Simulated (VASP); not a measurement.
# Ge (P6_3mc) in VASP: a series of runs, part 2 of 2

VASP 6.6.1.

### Step 3. Single point, r2SCAN

This run uses another cell than the first one, of 38.27 Å³/atom.

POSCAR

```
Ge
1.0
    4.0232197978      0.0000000000      0.0000000000
   -2.0116098989      3.4842105427      0.0000000000
    0.0000000000      0.0000000000     10.9195758440
Ge
4
Direct
    0.0000000000      0.0000000000      0.9774520000
    0.0000000000      0.0000000000      0.4774520000
    0.3333333333      0.6666666667      0.9148480000
    0.6666666667      0.3333333333      0.4148480000
```

INCAR.step1

```
SYSTEM = Ge
PREC = Accurate ; ENCUT = 520
ISMEAR = 0 ; SIGMA = 0.15
LREAL = .FALSE. ; LASPH = .TRUE.
NELM = 100 ; NBANDS = 36
GGA = PE ; ALGO = Normal
EDIFF = 1E-4 ; LWAVE = .TRUE.
LCHARG = .FALSE.
```

INCAR.step2

```
SYSTEM = Ge
PREC = Accurate ; ENCUT = 520
EDIFF = 1E-7 ; ISMEAR = 0
SIGMA = 0.15 ; LREAL = .FALSE.
LASPH = .TRUE. ; NELM = 100
ALGO = Normal ; ISIF = 2
LWAVE = .FALSE. ; LCHARG = .TRUE.
METAGGA = R2SCAN ; LMIXTAU = .TRUE.
LELF = .TRUE. ; LVHAR = .TRUE.
NBANDS = 36 ; ISTART = 1
```

KPOINTS

```
Automatic mesh
0
G
  7 7 2
  0 0 0
```

Potentials or basis: VASP PAW PBE potentials, release 64 (Ge_d).

Launch:

```sh
$ cat potpaw_PBE.64/Ge_d/POTCAR > POTCAR
$ cp INCAR.step1 INCAR
$ mpirun -np 1 vasp_std > vasp.out
$ cp INCAR.step2 INCAR
$ mpirun -np 1 vasp_std > vasp.out
```

OUTCAR:

```text
SYSTEM = Ge
   PREC = Accurate
   ENCUT = 520
   EDIFF = 1E-7
   ISMEAR = 0
   LREAL = .FALSE.
   LASPH = .TRUE.
   NELM = 100
   ISIF = 2
   METAGGA = R2SCAN
   ISTART = 1

 ion  position               nearest neighbor table
   1  0.000  0.000  0.977-   3 2.42   3 2.42   3 2.42
   2  0.000  0.000  0.477-   4 2.42   4 2.42   4 2.42
   3  0.333  0.667  0.915-   1 2.42   1 2.42   1 2.42
   4  0.667  0.333  0.415-   2 2.42   2 2.42   2 2.42

  LATTYP: Found a hexagonal cell.
 ALAT       =     4.0232197978
 C/A-ratio  =     2.7141385241

  Lattice vectors:

 A1 = (   4.0232197978,   0.0000000000,   0.0000000000)
 A2 = (  -2.0116098989,   3.4842105427,   0.0000000000)
 A3 = (   0.0000000000,   0.0000000000,  10.9195758440)

Analysis of symmetry for initial positions (statically):
=====================================================================
 Subroutine PRICEL returns:
 Original cell was already a primitive cell.

 Routine SETGRP: Setting up the symmetry group for a
 hexagonal supercell.

 Subroutine GETGRP returns: Found 12 space group operations
 (whereof  6 operations were pure point group operations)
 out of a pool of 24 trial point group operations.

The static configuration has the point symmetry C_3v.
 The point group associated with its full space group is C_6v.

Analysis of symmetry for dynamics (positions and initial velocities):
=====================================================================
 Subroutine PRICEL returns:
 Original cell was already a primitive cell.

 Routine SETGRP: Setting up the symmetry group for a
 hexagonal supercell.

 Subroutine GETGRP returns: Found 12 space group operations
 (whereof  6 operations were pure point group operations)
 out of a pool of 24 trial point group operations.
[... 111 lines left out ...]
   EFERMI =   0.00;   METHOD = LEGACY
   ISMEAR =     0;   SIGMA  =   0.15  broadening in eV -4-tet -1-fermi 0-gaus
   EFERMI_NEDOS =   21; number of points for ismear=-14 and -15
   IALGO  =     38    algorithm
   IMIX   =      4    mixing-type and parameters
     AMIX     =   0.40;   BMIX     =  1.00
     AMIX_MAG =   1.60;   BMIX_MAG =  1.00
  volume/ion in A,a.u.               =      38.27       258.24
  Fermi-wavevector in a.u.,A,eV,Ry     =   1.170872  2.212628 18.652798  1.370942
  Thomas-Fermi vector in A             =   2.307324
   LORBIT       =      0    0 simple, 1 ext, 2 COOP (PROOUT), +10 PAW based schemes
   METAGGA = R2SCAN    functional components
   LHFCALC =     F    Hartree Fock is set to
   AEXX    =    0.0000 exact exchange contribution
   IVDW    =     0    specifies the selected vdW correction
   LEPSILON=     F    determine dielectric tensor
   LRPA    =     F    only Hartree local field effects (RPA)
 non-spin polarized calculation
 Gauss-broadening in eV      SIGMA  =   0.15
  energy-cutoff  :      520.00
  volume of cell :      153.07
 maximum number of plane-waves:      4147
 NGX is ok and might be reduce to    30
   NGX = 15   NGY = 15   NGZ = 41

 number of electron      56.0000026 magnetization

 Free energy of the ion-electron system (eV)
  ---------------------------------------------------
  ext. energy  EPLUGINS =         0.00000000
  ---------------------------------------------------
  free energy    TOTEN  =       -53.23974768 eV

  energy without entropy =      -53.23974674  energy(sigma->0) =      -53.23974721

 E-fermi :   0.7782     XC(G=0):  -7.8592

 val. band max:        0.3199204205   @ k =   0.2857   0.2857   0.0000
 cond. band min:       1.2367234267   @ k =   0.2857   0.2857   0.0000
 fundamental gap:      0.9168030062
 Fermi energy:         0.7782175134

 k-point     1 :       0.0000    0.0000    0.0000
  band No.  band energies     occupation
      1     -24.4684      2.00000
      2     -24.4684      2.00000
      3     -24.4684      2.00000
      4     -24.4684      2.00000
      5     -24.4139      2.00000
      6     -24.4139      2.00000
[... 613 lines left out ...]
     35       7.0467      0.00000
     36       7.0467      0.00000

------------------------ aborting loop because EDIFF is reached ----------------------------------------

  FORCE on cell =-STRESS in cart. coord.  units (eV):
  Direction    XX          YY          ZZ          XY          YZ          ZX
  --------------------------------------------------------------------------------------
  -------------------------------------------------------------------------------------
  Total       -1.3716348     -1.3716348     -0.7899159      0.0000000      0.0000000      0.0000000
  in kB      -14.3570478    -14.3570478     -8.2681344      0.0000000      0.0000000      0.0000000
  external PRESSURE =     -12.3274100 kB  Pullay stress =       0.0000000 kB

 VOLUME and BASIS-vectors are now :
 -----------------------------------------------------------------------------
  energy-cutoff  :      520.00
  volume of cell :      153.07
      direct lattice vectors                 reciprocal lattice vectors
     4.023219798  0.000000000  0.000000000     0.248557138  0.143504531  0.000000000
    -2.011609899  3.484210543  0.000000000     0.000000000  0.287009062  0.000000000
     0.000000000  0.000000000 10.919575844     0.000000000  0.000000000  0.091578649

 POSITION                                       TOTAL-FORCE (eV/Angst)
 -----------------------------------------------------------------------------------
      0.00000      0.00000     10.67336        -0.000000      0.000000     -0.206476
      0.00000      0.00000      5.21357         0.000000     -0.000000     -0.206476
     -0.00000      2.32281      9.98975         0.000000     -0.000000      0.206476
      2.01161      1.16140      4.52996         0.000000      0.000000      0.206476
 -----------------------------------------------------------------------------------
    total drift:                               -0.000000     -0.000000     -0.001571

  FREE ENERGIE OF THE ION-ELECTRON SYSTEM (eV)
  ---------------------------------------------------
  free  energy   TOTEN  =       -53.2397476816 eV

  energy  without entropy=      -53.2397467426  energy(sigma->0) =      -53.23974721
```

Wall time 5.2 min (1 thread of Intel Xeon 6975P-C (Granite Rapids), shared host); peak memory 0.3 GiB.

Results:

```
Free energy            : -53.2397 eV
Pressure               : -1.2 GPa
Largest force          : 0.206 eV/Å
Band gap on the k mesh : 0.92 eV
```

Forces in eV/Å, atoms in the order of the input:
```
Ge   0.000  0.000 -0.206
Ge   0.000  0.000 -0.206
Ge   0.000  0.000  0.206
Ge   0.000  0.000  0.206
```

Caveat: the PAW data sets were made with another functional, which shifts forces and pressure a little.

### Step 4. Single point, r2SCAN

This run uses another cell than the first one, of 39.44 Å³/atom.

POSCAR

```
Ge
1.0
    4.0638611323      0.0000000000      0.0000000000
   -2.0319305662      3.5194069708      0.0000000000
    0.0000000000      0.0000000000     11.0298820557
Ge
4
Direct
    0.0000000000      0.0000000000      0.9774520000
    0.0000000000      0.0000000000      0.4774520000
    0.3333333333      0.6666666667      0.9148480000
    0.6666666667      0.3333333333      0.4148480000
```

INCAR.step1

```
SYSTEM = Ge
ALGO = Normal ; EDIFF = 1E-4
ENCUT = 520 ; GGA = PE
ISMEAR = 0 ; LASPH = .TRUE.
LCHARG = .FALSE. ; LREAL = .FALSE.
LWAVE = .TRUE. ; NBANDS = 36
NELM = 100 ; PREC = Accurate
SIGMA = 0.15
```

INCAR.step2

```
SYSTEM = Ge
ALGO = Normal ; EDIFF = 1E-7
ENCUT = 520 ; ISIF = 2
ISMEAR = 0 ; ISTART = 1
LASPH = .TRUE. ; LCHARG = .TRUE.
LELF = .TRUE. ; LMIXTAU = .TRUE.
LREAL = .FALSE. ; LVHAR = .TRUE.
LWAVE = .FALSE. ; METAGGA = R2SCAN
NBANDS = 36 ; NELM = 100
PREC = Accurate ; SIGMA = 0.15
```

KPOINTS

```
k-points
0
G
  7 7 2
  0 0 0
```

Launch:

```sh
$ cat potpaw_PBE.64/Ge_d/POTCAR > POTCAR
$ cp INCAR.step1 INCAR
$ mpirun -np 1 vasp_std > vasp.out
$ cp INCAR.step2 INCAR
$ mpirun -np 1 vasp_std > vasp.out
```

Wall time 5.1 min (1 thread of Intel Xeon 6975P-C (Granite Rapids), shared host); peak memory 0.3 GiB.

It converged, with:

```yaml
Free_energy: -53.1923 eV
Pressure: -2.1 GPa
Largest_force: 0.263 eV/Å
Band_gap_on_the_k_mesh: 0.90 eV
```

Forces on the atoms (eV/Å):
```
Ge   0.000  0.000 -0.263
Ge   0.000  0.000 -0.263
Ge   0.000  0.000  0.263
Ge   0.000  0.000  0.263
```

Stress tensor (GPa, compression positive):
```
-2.65  0.00  0.00
 0.00 -2.65  0.00
 0.00  0.00 -0.88
```

Levels at points of the mesh, in eV from the valence-band top:
| k point | band 26 | band 27 | band 28 | band 29 | band 30 | band 31 |
| --- | --- | --- | --- | --- | --- | --- |
| (0.00, 0.00, 0.00) | -0.12 | -0.11 | -0.11 | 1.04 | 1.21 | 2.24 |
| (0.00, 0.00, 0.50) | -0.12 | -0.12 | -0.12 | 1.08 | 1.08 | 3.22 |

Caveat: the PAW data sets were made with another functional, which shifts forces and pressure a little. A k mesh can miss the band edges.

### Step 5. Single point, r2SCAN

This run uses another cell than the first one, of 40.61 Å³/atom.

POSCAR

```
Ge
1.0
    4.1037054490      0.0000000000      0.0000000000
   -2.0518527245      3.5539131611      0.0000000000
    0.0000000000      0.0000000000     11.1380250504
Ge
4
Direct
    0.0000000000      0.0000000000      0.9774520000
    0.0000000000      0.0000000000      0.4774520000
    0.3333333333      0.6666666667      0.9148480000
    0.6666666667      0.3333333333      0.4148480000
```

INCAR.step1

```
PREC     = Accurate       # precision mode
ENCUT    = 520            # plane-wave cutoff, eV
ISMEAR   = 0              # smearing method
SIGMA    = 0.15           # smearing width, eV
LREAL    = False          # projectors in reciprocal space
LASPH    = True           # aspherical terms in the spheres
NELM     = 80             # most SCF steps
NBANDS   = 36             # bands
GGA      = PE             # functional
ALGO     = Normal         # electronic algorithm
EDIFF    = 1E-4           # SCF threshold, eV
LWAVE    = True           # write WAVECAR
LCHARG   = False          # write CHGCAR
```

INCAR.step2

```
PREC     = Accurate       # precision mode
ENCUT    = 520            # plane-wave cutoff, eV
EDIFF    = 1E-6           # SCF threshold, eV
ISMEAR   = 0              # smearing method
SIGMA    = 0.15           # smearing width, eV
LREAL    = False          # projectors in reciprocal space
LASPH    = True           # aspherical terms in the spheres
NELM     = 80             # most SCF steps
ALGO     = Normal         # electronic algorithm
ISIF     = 2              # what is computed and relaxed
LWAVE    = False          # write WAVECAR
LCHARG   = True           # write CHGCAR
METAGGA  = R2SCAN         # meta-GGA
LMIXTAU  = True         
LELF     = True           # ELF
LVHAR    = True         
NBANDS   = 36             # bands
ISTART   = 1
```

KPOINTS

```
Automatic mesh
0
Gamma
  7 7 2
```

Launch:

```sh
$ cat potpaw_PBE.64/Ge_d/POTCAR > POTCAR
$ cp INCAR.step1 INCAR
$ mpirun -np 1 vasp_std > vasp.out
$ cp INCAR.step2 INCAR
$ mpirun -np 1 vasp_std > vasp.out
```

Wall time 3.1 min (1 thread of Intel Xeon 6975P-C (Granite Rapids), shared host); peak memory 0.33 GiB.

Results (log left out):

```
Free energy            : -53.1225 eV
Pressure               : -2.7 GPa
Largest force          : 0.323 eV/Å
Band gap on the k mesh : 0.86 eV (least direct gap 0.89 eV)
```

Forces in eV/Å, atoms in the order of the input:
```
Ge   0.000  0.000 -0.323
Ge   0.000  0.000 -0.323
Ge   0.000  0.000  0.323
Ge   0.000  0.000  0.323
```

Stress tensor (GPa, compression positive):
```
-3.66  0.00  0.00
 0.00 -3.66  0.00
 0.00  0.00 -0.92
```

Levels at points of the mesh, in eV from the valence-band top:
```csv
k point,band 25,band 26,band 27,band 28,band 29,band 30,band 31,band 32
"(0.00, 0.00, 0.00)",-0.15,-0.15,-0.14,-0.14,0.86,1.05,2.25,4.29
"(0.00, 0.00, 0.50)",-0.14,-0.14,-0.14,-0.14,0.91,0.91,3.19,3.19
```

Caveat: the PAW data sets were made with another functional, which shifts forces and pressure a little. A k mesh can miss the band edges.

### Step 6. Single point, r2SCAN

This run uses another cell than the first one, of 41.78 Å³/atom.

POSCAR

```
Ge
1.0
    4.1427907104      0.0000000000      0.0000000000
   -2.0713953552      3.5877619903      0.0000000000
    0.0000000000      0.0000000000     11.2441078641
Ge
4
Direct
    0.0000000000      0.0000000000      0.9774520000
    0.0000000000      0.0000000000      0.4774520000
    0.3333333333      0.6666666667      0.9148480000
    0.6666666667      0.3333333333      0.4148480000
```

INCAR.step1

```
PREC = Accurate ; ENCUT = 520
ISMEAR = 0 ; SIGMA = 0.15
LREAL = F ; LASPH = T
NELM = 60 ; NBANDS = 36
GGA = PE ; ALGO = Normal
EDIFF = 1E-4 ; LWAVE = T
LCHARG = F
```

INCAR.step2

```
PREC = Accurate ; ENCUT = 520
EDIFF = 1E-7 ; ISMEAR = 0
SIGMA = 0.15 ; LREAL = F
LASPH = T ; NELM = 60
ALGO = Normal ; ISIF = 2
LWAVE = F ; LCHARG = F
METAGGA = R2SCAN ; LMIXTAU = T
NBANDS = 36 ; ISTART = 1
```

KPOINTS

```
regular mesh
0
Gamma
  7 7 2
```

Potentials or basis: VASP PAW PBE potentials, release 64 (Ge_d).

Launch:

```sh
$ cat potpaw_PBE.64/Ge_d/POTCAR > POTCAR
$ cp INCAR.step1 INCAR
$ mpirun -np 1 vasp_std > vasp.out
$ cp INCAR.step2 INCAR
$ mpirun -np 1 vasp_std > vasp.out
```

OUTCAR:

```text
PREC = Accurate
   ENCUT = 520
   EDIFF = 1E-7
   ISMEAR = 0
   LREAL = F
   LASPH = T
   NELM = 60
   ISIF = 2
   METAGGA = R2SCAN
   ISTART = 1

 ion  position               nearest neighbor table
   1  0.000  0.000  0.977-   3 2.49   3 2.49   3 2.49
   2  0.000  0.000  0.477-   4 2.49   4 2.49   4 2.49
   3  0.333  0.667  0.915-   1 2.49   1 2.49   1 2.49
   4  0.667  0.333  0.415-   2 2.49   2 2.49   2 2.49

  LATTYP: Found a hexagonal cell.
 ALAT       =     4.1427907104
 C/A-ratio  =     2.7141385240

  Lattice vectors:

 A1 = (   4.1427907104,   0.0000000000,   0.0000000000)
 A2 = (  -2.0713953552,   3.5877619903,   0.0000000000)
 A3 = (   0.0000000000,   0.0000000000,  11.2441078641)

Analysis of symmetry for initial positions (statically):
=====================================================================
 Subroutine PRICEL returns:
 Original cell was already a primitive cell.

 Routine SETGRP: Setting up the symmetry group for a
 hexagonal supercell.

 Subroutine GETGRP returns: Found 12 space group operations
[... 159 lines left out ...]
  free energy    TOTEN  =       -53.03434070 eV

  energy without entropy =      -53.03431844  energy(sigma->0) =      -53.03432957

 E-fermi :   0.2801     XC(G=0):  -7.4979

 val. band max:       -0.0905053468   @ k =   0.2857   0.2857   0.0000
 cond. band min:       0.6026258555   @ k =   0.0000   0.0000   0.0000
 fundamental gap:      0.6931312023
 Fermi energy:         0.2800860382

 k-point     1 :       0.0000    0.0000    0.0000
  band No.  band energies     occupation
      1     -24.8899      2.00000
      2     -24.8899      2.00000
      3     -24.8899      2.00000
      4     -24.8899      2.00000
      5     -24.8570      2.00000
      6     -24.8569      2.00000
[... 613 lines left out ...]
     35       6.2164      0.00000
     36       6.2164      0.00000

------------------------ aborting loop because EDIFF is reached ----------------------------------------

  FORCE on cell =-STRESS in cart. coord.  units (eV):
  Direction    XX          YY          ZZ          XY          YZ          ZX
  --------------------------------------------------------------------------------------
  -------------------------------------------------------------------------------------
  Total       -4.7006735     -4.7006735     -1.0064241      0.0000000     -0.0000000      0.0000000
  in kB      -45.0639287    -45.0639285     -9.6482823      0.0000000     -0.0000000      0.0000000
  external PRESSURE =     -33.2587132 kB  Pullay stress =       0.0000000 kB

 VOLUME and BASIS-vectors are now :
 -----------------------------------------------------------------------------
  energy-cutoff  :      520.00
  volume of cell :      167.13
      direct lattice vectors                 reciprocal lattice vectors
     4.142790710  0.000000000  0.000000000     0.241383181  0.139362645  0.000000000
    -2.071395355  3.587761990  0.000000000     0.000000000  0.278725290  0.000000000
     0.000000000  0.000000000 11.244107864     0.000000000  0.000000000  0.088935468

 POSITION                                       TOTAL-FORCE (eV/Angst)
 -----------------------------------------------------------------------------------
      0.00000      0.00000     10.99058        -0.000000     -0.000000     -0.375001
      0.00000      0.00000      5.36852         0.000000     -0.000000     -0.375001
     -0.00000      2.39184     10.28665        -0.000000      0.000000      0.375001
      2.07140      1.19592      4.66460        -0.000000     -0.000000      0.375001
 -----------------------------------------------------------------------------------
    total drift:                               -0.000000     -0.000000     -0.003593

  FREE ENERGIE OF THE ION-ELECTRON SYSTEM (eV)
  ---------------------------------------------------
  free  energy   TOTEN  =       -53.0343406983 eV

  energy  without entropy=      -53.0343184433  energy(sigma->0) =      -53.03432957
```

OSZICAR.step1:

```text
N       E                     dE             d eps       ncg     rms          rms(c)
DAV:   1     0.499169192743E+03    0.49917E+03   -0.28457E+04  1336   0.344E+03
DAV:   2     0.715645017473E+02   -0.42760E+03   -0.41845E+03  1160   0.781E+02
DAV:   3    -0.113841256222E+02   -0.82949E+02   -0.82076E+02  1336   0.202E+02
DAV:   4    -0.161845835007E+02   -0.48005E+01   -0.47899E+01  1304   0.558E+01
DAV:   5    -0.163359991260E+02   -0.15142E+00   -0.15136E+00  1352   0.111E+01    0.372E+00
DAV:   6    -0.161807070061E+02    0.15529E+00   -0.14187E-01  1340   0.390E+00    0.218E+00
DAV:   7    -0.160871684748E+02    0.93539E-01   -0.27447E-01  1712   0.373E+00    0.225E-01
DAV:   8    -0.160967140239E+02   -0.95455E-02   -0.55532E-02  1224   0.265E+00    0.169E-01
DAV:   9    -0.160982754726E+02   -0.15614E-02   -0.20923E-03  1452   0.402E-01    0.798E-02
DAV:  10    -0.160987840844E+02   -0.50861E-03   -0.67935E-04   944   0.657E-01    0.216E-02
DAV:  11    -0.160988518438E+02   -0.67759E-04   -0.77283E-05   904   0.441E-01
   1 F= -.16098852E+02 E0= -.16098427E+02  d E =-.849431E-03
```

Wall time 3.8 min (1 thread of Intel Xeon 6975P-C (Granite Rapids), shared host); peak memory 0.33 GiB.

What came out:

| Item | Value |
| --- | --- |
| Free energy | -53.0343 eV |
| Pressure | -3.3 GPa |
| Largest force | 0.375 eV/Å |
| Band gap on the k mesh | 0.69 eV (least direct gap 0.85 eV) |

Forces in eV/Å, atoms in the order of the input:
```
Ge   0.000  0.000 -0.375
Ge   0.000  0.000 -0.375
Ge   0.000  0.000  0.375
Ge   0.000  0.000  0.375
```

Stress tensor (GPa, compression positive):
```
-4.51  0.00  0.00
 0.00 -4.51  0.00
 0.00  0.00 -0.96
```

Caveat: the cell stands under tension; semilocal functionals underestimate gaps, and a narrow one can read as zero; the PAW data sets were made with another functional, which shifts forces and pressure a little.

### Step 7. Overview

| cell | gap on the mesh (eV) | pressure (GPa) | largest force (eV/Å) |
| --- | --- | --- | --- |
| a = 3.982, b = 3.982, c = 10.807 Å, angles 90.0, 90.0, 120.0°, 4 atoms | 0.93 | -0.2 | 0.13 |
| a = 4.023, b = 4.023, c = 10.920 Å, angles 90.0, 90.0, 120.0°, 4 atoms | 0.92 | -1.2 | 0.21 |
| a = 4.064, b = 4.064, c = 11.030 Å, angles 90.0, 90.0, 120.0°, 4 atoms | 0.90 | -2.1 | 0.26 |
| a = 4.104, b = 4.104, c = 11.138 Å, angles 90.0, 90.0, 120.0°, 4 atoms | 0.86 | -2.7 | 0.32 |
| a = 4.143, b = 4.143, c = 11.244 Å, angles 90.0, 90.0, 120.0°, 4 atoms | 0.69 | -3.3 | 0.38 |

Alike in all rows: task single point; level r2SCAN; potentials or basis VASP PAW PBE potentials, release 64 (Ge_d); no spin polarisation; k mesh 7 × 7 × 2; cutoff (eV) 520; smearing gaussian 0.15 eV.

Caveats: the PAW data sets were made with another functional, which shifts forces and pressure a little; the cell stands under tension (at least some runs); semilocal functionals underestimate gaps, and a narrow one can read as zero (at least some runs).

Absolute energies hang on the potentials; compare differences alone.
